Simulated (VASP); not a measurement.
# Mn2As2H in VASP: a series of runs, part 2 of 4

VASP 6.6.1.

## (4) Single point, PBE

INCAR

```
ALGO = Normal
EDIFF = 1E-6
ENCUT = 520
GGA = PE
ISIF = 2
ISMEAR = -1
LASPH = True
LCHARG = False
LREAL = False
LWAVE = False
NBANDS = 26
NELM = 80
PREC = Accurate
SIGMA = 0.1255
```

KPOINTS

```
k-points
0
Gamma
  5 5 3
```

POSCAR

```
Mn2As2H
1.0
    1.6938866422      2.9338977265      0.0000000000
   -1.6938866422      2.9338977265      0.0000000000
    0.0000000000      0.0000000000      6.9906891424
As Mn H
2 2 1
Direct
    0.3333333333      0.3333333333      0.2145812406
    0.6666666667      0.6666666667      0.7854187594
    0.3333333333      0.3333333333      0.5793167383
    0.6666666667      0.6666666667      0.4206832617
    0.0000000000      0.0000000000      0.0000000000
```

Potentials or basis: VASP PAW PBE potentials, release 64 (As, Mn_pv, H).

Run with:

```bash
cat potpaw_PBE.64/As/POTCAR potpaw_PBE.64/Mn_pv/POTCAR potpaw_PBE.64/H/POTCAR > POTCAR
mpirun -np 1 vasp_std > vasp.out
```

OUTCAR:

```text
EDIFF = 1E-6
   ENCUT = 520
   GGA = PE
   ISIF = 2
   ISMEAR = -1
   LASPH = True
   LREAL = False
   NELM = 80
   PREC = Accurate

 ion  position               nearest neighbor table
   1  0.333  0.333  0.215-   4 2.43   4 2.43   4 2.43   3 2.55
   2  0.667  0.667  0.785-   3 2.43   3 2.43   3 2.43   4 2.55
   3  0.333  0.333  0.579-   4 2.25   4 2.25   4 2.25   2 2.43   2 2.43   2 2.43   1 2.55
   4  0.667  0.667  0.421-   3 2.25   3 2.25   3 2.25   1 2.43   1 2.43   1 2.43   2 2.55
   5  0.000  0.000  0.000-

  LATTYP: Found a hexagonal cell.
 ALAT       =     3.3877732844
 C/A-ratio  =     2.0635055996

  Lattice vectors:

 A1 = (   1.6938866422,  -2.9338977265,   0.0000000000)
 A2 = (   1.6938866422,   2.9338977265,   0.0000000000)
 A3 = (   0.0000000000,   0.0000000000,   6.9906891424)

Analysis of symmetry for initial positions (statically):
=====================================================================
 Subroutine PRICEL returns:
 Original cell was already a primitive cell.
[... 160 lines left out ...]

  energy without entropy =      -28.50430621  energy(sigma->0) =      -28.59716774

 E-fermi :   6.0671     XC(G=0): -11.2154

 val. band max:        5.9974428088   @ k =   0.4000  -0.0000   0.3333
 cond. band min:       6.1060406517   @ k =   0.4000   0.2000   0.0000
 fundamental gap:      0.1085978429
 Fermi energy:         6.0671197686

 k-point     1 :       0.0000    0.0000    0.0000
  band No.  band energies     occupation
      1     -42.1237      2.00000
      2     -42.1237      2.00000
      3     -41.9202      2.00000
      4     -41.7084      2.00000
      5     -41.6850      2.00000
      6     -41.6850      2.00000
[... 337 lines left out ...]
     25       9.6560      0.00000
     26      11.4110      0.00000

------------------------ aborting loop because EDIFF is reached ----------------------------------------

  FORCE on cell =-STRESS in cart. coord.  units (eV):
  Direction    XX          YY          ZZ          XY          YZ          ZX
  --------------------------------------------------------------------------------------
  -------------------------------------------------------------------------------------
  Total        0.0711268      0.0711268      0.1251365      0.0000000     -0.0000000      0.0000000
  in kB        1.6400775      1.6400775      2.8854613      0.0000000     -0.0000000      0.0000000
  external PRESSURE =       2.0552055 kB  Pullay stress =       0.0000000 kB

 VOLUME and BASIS-vectors are now :
 -----------------------------------------------------------------------------
  energy-cutoff  :      520.00
  volume of cell :       69.48
      direct lattice vectors                 reciprocal lattice vectors
     1.693886642  2.933897727  0.000000000     0.295179139  0.170421755  0.000000000
    -1.693886642  2.933897727  0.000000000    -0.295179139  0.170421755  0.000000000
     0.000000000  0.000000000  6.990689142     0.000000000  0.000000000  0.143047413

 POSITION                                       TOTAL-FORCE (eV/Angst)
 -----------------------------------------------------------------------------------
      0.00000      1.95593      1.50007        -0.000000      0.000000     -0.021574
      0.00000      3.91186      5.49062         0.000000      0.000000      0.021574
      0.00000      1.95593      4.04982         0.000000     -0.000000      0.038370
      0.00000      3.91186      2.94087        -0.000000      0.000000     -0.038370
      0.00000      0.00000      0.00000        -0.000000      0.000000      0.000000
 -----------------------------------------------------------------------------------
    total drift:                               -0.000000      0.000000      0.000000

  FREE ENERGIE OF THE ION-ELECTRON SYSTEM (eV)
  ---------------------------------------------------
  free  energy   TOTEN  =       -28.6900292704 eV

  energy  without entropy=      -28.5043062080  energy(sigma->0) =      -28.59716774
```

stdout:

```text
POSCAR found type information on POSCAR AsMnH
 POSCAR found :  3 types and       5 ions
 scaLAPACK will be used
 LDA part: xc-table for (Slater+PW92), standard interpolation
 POSCAR, INCAR and KPOINTS ok, starting setup
 FFT: planning ... GRIDC
 FFT: planning ... GRID_SOFT
 FFT: planning ... GRID
 WAVECAR not read
 entering main loop
```

Run time: 53 s. Hardware: 1 thread of AMD EPYC 7R43 (Zen 3), shared host; peak memory 0.16 GiB.

Results:

```yaml
Free_energy: -28.6900 eV
Pressure: 0.2 GPa
Largest_force: 0.038 eV/Å
Band_gap_on_the_k_mesh: zero (an odd number of electrons rules out a gap without spin polarisation)
```

Forces in eV/Å, atoms in the order of the input:
```
As   0.000  0.000 -0.022
As   0.000  0.000  0.022
Mn   0.000  0.000  0.038
Mn   0.000  0.000 -0.038
H    0.000  0.000  0.000
```

Caveat: the k points lie up to 0.43 Å⁻¹ apart, too coarse for converged energies and pressures of a metal; the run has no spin polarisation, though such a crystal can be magnetic. Spin polarisation is off, so any magnetic state and its effect on volume and gap are missing.

## (5) Relaxation of cell and atoms, PBE

This run uses another cell than the first one, of 18.04 Å³/atom.

INCAR

```
SYSTEM = Mn2As2H
PREC = Accurate
ENCUT = 600
EDIFF = 1E-6
ISMEAR = -1
SIGMA = 0.1255
LREAL = .False.
LASPH = .True.
NELM = 80
ALGO = Normal
ISIF = 3
LWAVE = .False.
LCHARG = .False.
GGA = PE
IBRION = 2
NSW = 60
EDIFFG = -0.01
```

KPOINTS

```
Automatic mesh
0
Gamma
  5 5 3
  0 0 0
```

POSCAR

```
Mn2As2H
1.0
    1.9915770000      3.4495100000      0.0000000000
   -1.9915770000      3.4495100000      0.0000000000
    0.0000000000      0.0000000000      6.5638170000
As Mn H
2 2 1
Direct
    0.3333000000      0.3334000000      0.2600000000
    0.6667000000      0.6666000000      0.7400000000
    0.3333000000      0.3334000000      0.6200000000
    0.6667000000      0.6666000000      0.3800000000
    0.0000000000      0.0000000000      0.0000000000
```

Potentials or basis: VASP PAW PBE potentials, release 64 (As, Mn_pv, H).

Run with:

```bash
cat potpaw_PBE.64/As/POTCAR potpaw_PBE.64/Mn_pv/POTCAR potpaw_PBE.64/H/POTCAR > POTCAR
mpirun -np 1 vasp_std > vasp.out
```

OUTCAR:

```text
SYSTEM = Mn2As2H
   PREC = Accurate
   ENCUT = 600
   EDIFF = 1E-6
   ISMEAR = -1
   LREAL = .False.
   LASPH = .True.
   NELM = 80
   ISIF = 3
   GGA = PE
   IBRION = 2
   NSW = 60
   EDIFFG = -0.01

 ion  position               nearest neighbor table
   1  0.333  0.333  0.260-   3 2.36   4 2.43   4 2.43   4 2.43
   2  0.667  0.667  0.740-   4 2.36   3 2.43   3 2.43   3 2.43
   3  0.333  0.333  0.620-   1 2.36   2 2.43   2 2.43   2 2.43   4 2.79   4 2.79   4 2.79
   4  0.667  0.667  0.380-   2 2.36   1 2.43   1 2.43   1 2.43   3 2.79   3 2.79   3 2.79
   5  0.000  0.000  0.000-

  LATTYP: Found a hexagonal cell.
 ALAT       =     3.9831517906
 C/A-ratio  =     1.6478952711

  Lattice vectors:

 A1 = (   1.9915770000,  -3.4495100000,   0.0000000000)
 A2 = (   1.9915770000,   3.4495100000,   0.0000000000)
 A3 = (   0.0000000000,   0.0000000000,   6.5638170000)

Analysis of symmetry for initial positions (statically):
=====================================================================
 Subroutine PRICEL returns:
 Original cell was already a primitive cell.

 Routine SETGRP: Setting up the symmetry group for a
 hexagonal supercell.

 Subroutine GETGRP returns: Found  4 space group operations
 (whereof  4 operations were pure point group operations)
 out of a pool of 24 trial point group operations.

The static configuration has the point symmetry C_2h.

Analysis of symmetry for dynamics (positions and initial velocities):
=====================================================================
 Subroutine PRICEL returns:
 Original cell was already a primitive cell.

 Routine SETGRP: Setting up the symmetry group for a
 hexagonal supercell.

 Subroutine GETGRP returns: Found  4 space group operations
 (whereof  4 operations were pure point group operations)
 out of a pool of 24 trial point group operations.

The dynamic configuration has the point symmetry C_2h.

 Subroutine INISYM returns: Found  4 space group operations
 (whereof  4 operations are pure point group operations),
 and found     1 'primitive' translations

----------------------------------------------------------------------------------------

[... 116 lines left out ...]
     AMIX     =   0.40;   BMIX     =  1.00
     AMIX_MAG =   1.60;   BMIX_MAG =  1.00
  volume/ion in A,a.u.               =      18.04       121.72
  Fermi-wavevector in a.u.,A,eV,Ry     =   1.216452  2.298762 20.133305  1.479756
  Thomas-Fermi vector in A             =   2.351806
   LORBIT       =      0    0 simple, 1 ext, 2 COOP (PROOUT), +10 PAW based schemes
   GGA     = PE    functional components
   LHFCALC =     F    Hartree Fock is set to
   AEXX    =    0.0000 exact exchange contribution
   IVDW    =     0    specifies the selected vdW correction
   LEPSILON=     F    determine dielectric tensor
   LRPA    =     F    only Hartree local field effects (RPA)
 conjugate gradient relaxation of ions
 non-spin polarized calculation
  energy-cutoff  :      600.00
  volume of cell :       90.19
 maximum number of plane-waves:      3022
   NGX = 15   NGY = 15   NGZ = 27

--------------------------------------- Ionic step        1  -------------------------------------------

 number of electron      37.0000000 magnetization

 Free energy of the ion-electron system (eV)
  ---------------------------------------------------
  ext. energy  EPLUGINS =         0.00000000
  ---------------------------------------------------
  free energy    TOTEN  =       -27.16739309 eV

  energy without entropy =      -26.68853759  energy(sigma->0) =      -26.92796534

 E-fermi :   3.4699     XC(G=0):  -9.8468

 val. band max:        3.4626327036   @ k =   0.0000  -0.4000   0.3333
 cond. band min:       3.4754751015   @ k =  -0.0000   0.2000   0.3333
 fundamental gap:      0.0128423979
 Fermi energy:         3.4698894113

 k-point     1 :       0.0000    0.0000    0.0000
  band No.  band energies     occupation
      1     -44.3617      2.00000
      2     -44.3616      2.00000
      3     -44.3089      2.00000
      4     -44.3089      2.00000
      5     -44.1327      2.00000
      6     -44.0874      2.00000
[... 699 lines left out ...]
  FREE ENERGIE OF THE ION-ELECTRON SYSTEM (eV)
  ---------------------------------------------------
  free  energy   TOTEN  =       -27.5785428430 eV

  energy  without entropy=      -27.1739405884  energy(sigma->0) =      -27.37624172

[... ionic steps 4 to 15 ...]

--------------------------------------- Ionic step       16  -------------------------------------------

 number of electron      37.0000014 magnetization

------------------------ aborting loop because EDIFF is reached ----------------------------------------
[... 73 lines left out ...]
--------------------------------------- Ionic step       18  -------------------------------------------

 number of electron      37.0000015 magnetization

 Free energy of the ion-electron system (eV)
  ---------------------------------------------------
  ext. energy  EPLUGINS =         0.00000000
  ---------------------------------------------------
  free energy    TOTEN  =       -28.69523974 eV

  energy without entropy =      -28.50907508  energy(sigma->0) =      -28.60215741

 E-fermi :   6.0507     XC(G=0): -11.2089

 val. band max:        5.9797426263   @ k =   0.0000   0.4000   0.3333
 cond. band min:       6.0877626548   @ k =   0.2000   0.4000   0.0000
 fundamental gap:      0.1080200285
 Fermi energy:         6.0506917887

 k-point     1 :       0.0000    0.0000    0.0000
  band No.  band energies     occupation
      1     -42.1360      2.00000
      2     -42.1355      2.00000
      3     -41.9353      2.00000
      4     -41.7232      2.00000
      5     -41.7026      2.00000
      6     -41.7023      2.00000
[... 621 lines left out ...]
  FREE ENERGIE OF THE ION-ELECTRON SYSTEM (eV)
  ---------------------------------------------------
  free  energy   TOTEN  =       -28.6952397440 eV

  energy  without entropy=      -28.5090750835  energy(sigma->0) =      -28.60215741

 reached required accuracy - stopping structural energy minimisation
```

OSZICAR:

```text
N       E                     dE             d eps       ncg     rms          rms(c)
DAV:   1     0.337441230578E+03    0.33744E+03   -0.21502E+04  1176   0.184E+03
DAV:   2    -0.254709620696E+01   -0.33999E+03   -0.33496E+03  1062   0.462E+02
DAV:   3    -0.308092940598E+02   -0.28262E+02   -0.27740E+02  1538   0.120E+02
DAV:   4    -0.318967041046E+02   -0.10874E+01   -0.10599E+01  1208   0.205E+01
[... 199 lines left out ...]
DAV:   2    -0.287023390146E+02   -0.37267E-02   -0.89735E-02  1494   0.238E+00    0.769E-01
DAV:   3    -0.286956217196E+02    0.67173E-02   -0.58775E-02  1482   0.183E+00    0.169E-01
DAV:   4    -0.286952429306E+02    0.37879E-03   -0.18530E-03  1368   0.372E-01    0.277E-02
DAV:   5    -0.286952405821E+02    0.23485E-05   -0.13775E-04  1282   0.115E-01    0.106E-02
DAV:   6    -0.286952397440E+02    0.83807E-06   -0.59123E-06  1058   0.277E-02
  18 F= -.28695240E+02 E0= -.28602157E+02  d E =-.417899E-03
```

CONTCAR:

```text
Mn2As2H
   1.00000000000000
     1.6948864898819807    2.9356280643695096   -0.0000000002808375
    -1.6932133315846016    2.9346620653974154    0.0004397472087600
    -0.0007710777250746    0.0004451816574965    6.9971034962543985
  As              Mn              H
     2     2     1
Direct
     0.3332282868274529    0.3335434263520365    0.2145628702873159
     0.6667717131725471    0.6664565736479636    0.7854371297126841
     0.3333065900707725    0.3333868198699098    0.5795597373258676
     0.6666934099292278    0.6666131801300903    0.4204402626741323
     0.0000000000000000    1.0000000000000000    0.0000000000000000

  0.00000000E+00  0.00000000E+00  0.00000000E+00
  0.00000000E+00  0.00000000E+00  0.00000000E+00
  0.00000000E+00  0.00000000E+00  0.00000000E+00
  0.00000000E+00  0.00000000E+00  0.00000000E+00
  0.00000000E+00  0.00000000E+00  0.00000000E+00
```

Wall time 20 min (1 thread of AMD EPYC 7R43 (Zen 3), shared host); peak memory 0.23 GiB.

What came out:

- Free energy: -28.6952 eV
- Relaxed volume: 13.92 Å³/atom
- Relaxed cell: a = 3.390 Å, b = 3.388 Å, c = 6.997 Å, α = 89.99°, β = 90.00°, γ = 59.98°
- Space group after relaxing (to 0.1 Å): P-3m1 (No. 164)
- Energy gained by relaxing: 305.6 meV/atom
- Ionic steps: 18
- Pressure after relaxing: -0.1 GPa
- Largest force after relaxing: 0.003 eV/Å
- Band gap on the k mesh: zero (an odd number of electrons rules out a gap without spin polarisation)

Forces in eV/Å, atoms in the order of the input:
```
As  -0.002  0.001 -0.003
As   0.002 -0.001  0.003
Mn  -0.002  0.001 -0.003
Mn   0.002 -0.001  0.003
H    0.000  0.000  0.000
```

Step by step:
```csv
step,energy change (eV),largest force (eV/Å),pressure (GPa),volume (Å³)
1,0.0000,0.3795,-9.48,90.19
2,-0.3862,1.9841,4.56,76.92
3,-0.4111,1.5469,1.11,79.22
4,-0.6469,1.1084,1.14,76.42
5,-0.8387,2.0511,2.52,71.61
6,-1.0619,1.9449,0.13,71.22
7,-1.4099,0.9062,-4.95,70.01
8,-1.4119,0.7919,-4.67,70.14
9,-1.4732,0.5540,0.44,67.50
10,-1.4761,0.5956,-0.56,67.93
11,-1.4940,0.4212,0.14,67.88
12,-1.5083,0.2031,1.40,67.79
13,-1.5195,0.1668,0.32,68.65
14,-1.5244,0.1268,-0.86,69.67
15,-1.5274,0.0524,0.16,69.51
16,-1.5274,0.0292,0.05,69.53
17,-1.5277,0.0155,-0.01,69.55
18,-1.5278,0.0034,-0.07,69.58
```

Final structure:
```yaml
crystal:
  lattice:
    - [1.69489, 2.93563, 0.00000]
    - [-1.69321, 2.93466, 0.00044]
    - [-0.00077, 0.00045, 6.99710]
  atoms:
    - { symbol: As, position: [0.33323, 0.33354, 0.21456] }
    - { symbol: As, position: [0.66677, 0.66646, 0.78544] }
    - { symbol: Mn, position: [0.33331, 0.33339, 0.57956] }
    - { symbol: Mn, position: [0.66669, 0.66661, 0.42044] }
    - { symbol: H, position: [0.00000, 0.00000, 0.00000] }
```

Caveat: the k points lie up to 0.43 Å⁻¹ apart in the final cell, too coarse for converged energies and pressures of a metal; the volume moved by over 15 % at a fixed basis, so the end points are rough; the run has no spin polarisation, though such a crystal can be magnetic.

(Continued in part 3 of 4.)
